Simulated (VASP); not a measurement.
# Si2W (I4/mmm) in VASP: notebook, part 2 of 2

VASP 6.6.1.

## Step 3: Single point, r2SCAN (13.01 Å³/atom)

This run uses another cell than the first one, of 13.01 Å³/atom.

File POSCAR:

```
Si2W
1.0
   -1.5879675226      1.5879675226      3.8700372689
    1.5879675226     -1.5879675226      3.8700372689
    1.5879675226      1.5879675226     -3.8700372689
Si W
2 1
Direct
    0.3343581786      0.3343581786      0.0000000000
    0.6656418214      0.6656418214      0.0000000000
    0.0000000000      0.0000000000      0.0000000000
```

File INCAR.step1:

```
  PREC = Accurate
  ENCUT = 520
  ISMEAR = 0
  SIGMA = 0.1
  LREAL = False
  LASPH = True
  NELM = 80
  NBANDS = 18
  GGA = PE
  ALGO = Normal
  EDIFF = 1E-4
  LWAVE = True
  LCHARG = False
```

File INCAR.step2:

```
  PREC = Accurate
  ENCUT = 520
  EDIFF = 1E-6
  ISMEAR = 0
  SIGMA = 0.1
  LREAL = False
  LASPH = True
  NELM = 80
  ALGO = Normal
  ISIF = 2
  LWAVE = False
  LCHARG = False
  METAGGA = R2SCAN
  LMIXTAU = True
  NBANDS = 18
  ISTART = 1
```

File KPOINTS:

```
Automatic mesh
0
Gamma
  18 18 18
```

Potentials or basis: VASP PAW PBE potentials, release 64 (Si, W_sv).

Launch:

```
cat potpaw_PBE.64/Si/POTCAR potpaw_PBE.64/W_sv/POTCAR > POTCAR
cp INCAR.step1 INCAR
mpirun -np 1 vasp_std > vasp.out
cp INCAR.step2 INCAR
mpirun -np 1 vasp_std > vasp.out
```

OUTCAR:

```text
PREC = Accurate
   ENCUT = 520
   EDIFF = 1E-6
   ISMEAR = 0
   LREAL = False
   LASPH = True
   NELM = 80
   ISIF = 2
   METAGGA = R2SCAN
   ISTART = 1

 ion  position               nearest neighbor table
   1  0.334  0.334  0.000-   2 2.56   3 2.59   3 2.59   3 2.59   3 2.59   3 2.59   2 2.60   2 2.60
                             2 2.60   2 2.60
   2  0.666  0.666  0.000-   1 2.56   3 2.59   3 2.59   3 2.59   3 2.59   3 2.59   1 2.60   1 2.60
                             1 2.60   1 2.60
   3  0.000  0.000  0.000-   1 2.59   2 2.59   2 2.59   2 2.59   2 2.59   1 2.59   1 2.59   1 2.59
                             1 2.59   2 2.59

  LATTYP: Found a body centered tetragonal cell.
 ALAT       =     3.1759350452
 C/A-ratio  =     2.4371010199

  Lattice vectors:

 A1 = (  -1.5879675226,   1.5879675226,   3.8700372689)
 A2 = (   1.5879675226,  -1.5879675226,   3.8700372689)
 A3 = (   1.5879675226,   1.5879675226,  -3.8700372689)

Analysis of symmetry for initial positions (statically):
=====================================================================
 Subroutine PRICEL returns:
 Original cell was already a primitive cell.

 Routine SETGRP: Setting up the symmetry group for a
 body centered tetragonal supercell.

 Subroutine GETGRP returns: Found 16 space group operations
 (whereof 16 operations were pure point group operations)
 out of a pool of 16 trial point group operations.

The static configuration has the point symmetry D_4h.

Analysis of symmetry for dynamics (positions and initial velocities):
=====================================================================
 Subroutine PRICEL returns:
 Original cell was already a primitive cell.

 Routine SETGRP: Setting up the symmetry group for a
 body centered tetragonal supercell.

 Subroutine GETGRP returns: Found 16 space group operations
 (whereof 16 operations were pure point group operations)
[... 121 lines left out ...]
   IALGO  =     38    algorithm
   IMIX   =      4    mixing-type and parameters
     AMIX     =   0.40;   BMIX     =  1.00
     AMIX_MAG =   1.60;   BMIX_MAG =  1.00
  volume/ion in A,a.u.               =      13.01        87.81
  Fermi-wavevector in a.u.,A,eV,Ry     =   1.352269  2.555417 24.880023  1.828630
  Thomas-Fermi vector in A             =   2.479621
   LORBIT       =      0    0 simple, 1 ext, 2 COOP (PROOUT), +10 PAW based schemes
   METAGGA = R2SCAN    functional components
   LHFCALC =     F    Hartree Fock is set to
   AEXX    =    0.0000 exact exchange contribution
   IVDW    =     0    specifies the selected vdW correction
   LEPSILON=     F    determine dielectric tensor
   LRPA    =     F    only Hartree local field effects (RPA)
 non-spin polarized calculation
 Gauss-broadening in eV      SIGMA  =   0.10
  energy-cutoff  :      520.00
  volume of cell :       39.04
 maximum number of plane-waves:      1071
 NGX is ok and might be reduce to    36
   NGX = 17   NGY = 17   NGZ = 17

 number of electron      22.0000000 magnetization

 Free energy of the ion-electron system (eV)
  ---------------------------------------------------
  ext. energy  EPLUGINS =         0.00000000
  ---------------------------------------------------
  free energy    TOTEN  =       -69.78611208 eV

  energy without entropy =      -69.78533041  energy(sigma->0) =      -69.78572125

 E-fermi :  12.4511     XC(G=0): -13.6924

 val. band max:       12.4480854361   @ k =  -0.4444  -0.4444   0.2778
 cond. band min:      12.4524947748   @ k =  -0.3889   0.5000   0.3333
 fundamental gap:      0.0044093387
 Fermi energy:        12.4511228758

 k-point     1 :       0.0000    0.0000    0.0000
  band No.  band energies     occupation
      1     -63.2339      2.00000
      2     -26.9043      2.00000
      3     -26.8499      2.00000
      4     -26.8499      2.00000
      5      -2.7317      2.00000
      6       4.9619      2.00000
[... 481 lines left out ...]
      5      -1.7413      2.00000
      6       5.1720      2.00000
[... 10 lines left out ...]
     17      19.3458      0.00000
     18      21.2826      0.00000

 [... further k-points ...]

------------------------ aborting loop because EDIFF is reached ----------------------------------------

  FORCE on cell =-STRESS in cart. coord.  units (eV):
  Direction    XX          YY          ZZ          XY          YZ          ZX
  --------------------------------------------------------------------------------------
  -------------------------------------------------------------------------------------
  Total        1.9519373      1.9519373      1.8539836      0.0000000      0.0000000      0.0000000
  in kB       80.1157802     80.1157802     76.0953487      0.0000000      0.0000000      0.0000000
  external PRESSURE =      78.7756363 kB  Pullay stress =       0.0000000 kB

 VOLUME and BASIS-vectors are now :
 -----------------------------------------------------------------------------
  energy-cutoff  :      520.00
  volume of cell :       39.04
      direct lattice vectors                 reciprocal lattice vectors
    -1.587967523  1.587967523  3.870037269     0.000000000  0.314867901  0.129197722
     1.587967523 -1.587967523  3.870037269     0.314867901  0.000000000  0.129197722
     1.587967523  1.587967523 -3.870037269     0.314867901  0.314867901  0.000000000

 POSITION                                       TOTAL-FORCE (eV/Angst)
 -----------------------------------------------------------------------------------
      0.00000      0.00000      2.58796         0.000000      0.000000     -0.018428
      0.00000      0.00000      5.15212        -0.000000     -0.000000      0.018428
      0.00000      0.00000      0.00000         0.000000      0.000000     -0.000000
 -----------------------------------------------------------------------------------
    total drift:                               -0.000000     -0.000000      0.000000

  FREE ENERGIE OF THE ION-ELECTRON SYSTEM (eV)
  ---------------------------------------------------
  free  energy   TOTEN  =       -69.7861120829 eV

  energy  without entropy=      -69.7853304122  energy(sigma->0) =      -69.78572125
```

OUTCAR.step1:

```text
PREC = Accurate
   ENCUT = 520
   ISMEAR = 0
   LREAL = False
   LASPH = True
[... 733 lines left out ...]
      0.00000      0.00000      2.58796        -0.000000     -0.000000     -0.100140
      0.00000      0.00000      5.15212        -0.000000     -0.000000      0.100140
      0.00000      0.00000      0.00000         0.000000      0.000000     -0.000000
 -----------------------------------------------------------------------------------
    total drift:                               -0.000000     -0.000000      0.000000

  FREE ENERGIE OF THE ION-ELECTRON SYSTEM (eV)
  ---------------------------------------------------
  free  energy   TOTEN  =       -24.7421488413 eV

  energy  without entropy=      -24.7412917427  energy(sigma->0) =      -24.74172029
```

OSZICAR.step1:

```text
N       E                     dE             d eps       ncg     rms          rms(c)
DAV:   1     0.131836458290E+03    0.13184E+03   -0.10865E+04 17296   0.124E+03
DAV:   2    -0.210486469502E+02   -0.15289E+03   -0.14915E+03 19756   0.324E+02
DAV:   3    -0.255319329680E+02   -0.44833E+01   -0.44270E+01 21446   0.499E+01
DAV:   4    -0.255702902917E+02   -0.38357E-01   -0.37894E-01 20578   0.485E+00
DAV:   5    -0.255706917316E+02   -0.40144E-03   -0.40139E-03 20352   0.523E-01    0.272E+01
DAV:   6    -0.248415739491E+02    0.72912E+00   -0.31149E+00 18646   0.128E+01    0.984E+00
DAV:   7    -0.247622863563E+02    0.79288E-01   -0.18032E-01 18506   0.247E+00    0.465E+00
DAV:   8    -0.247426255776E+02    0.19661E-01   -0.34434E-02 19802   0.147E+00    0.332E-01
DAV:   9    -0.247422312111E+02    0.39437E-03   -0.91482E-04 19766   0.244E-01    0.190E-01
DAV:  10    -0.247421488413E+02    0.82370E-04   -0.23485E-04 18614   0.132E-01
   1 F= -.24742149E+02 E0= -.24741720E+02  d E =-.857099E-03
```

Run time: 34 min. Hardware: 1 thread of Intel Xeon Platinum 8375C at 2.90GHz (Ice Lake), shared host; peak memory 0.46 GiB.

Results:

- Free energy: -69.7861 eV
- Pressure: 7.9 GPa
- Largest force: 0.018 eV/Å
- Band gap on the k mesh: zero (bands 11 and 12 overlap by 1.38 eV)

Forces on the atoms (eV/Å):
```
Si   0.000  0.000 -0.018
Si   0.000  0.000  0.018
W    0.000  0.000  0.000
```

Caveat: the cell stands under pressure; the PAW data sets were made with another functional, which shifts forces and pressure a little; spin-orbit coupling is left out, which moves the levels of the heavy elements.

The gap in the log of VASP goes by the Fermi energy; the results here count the filled bands.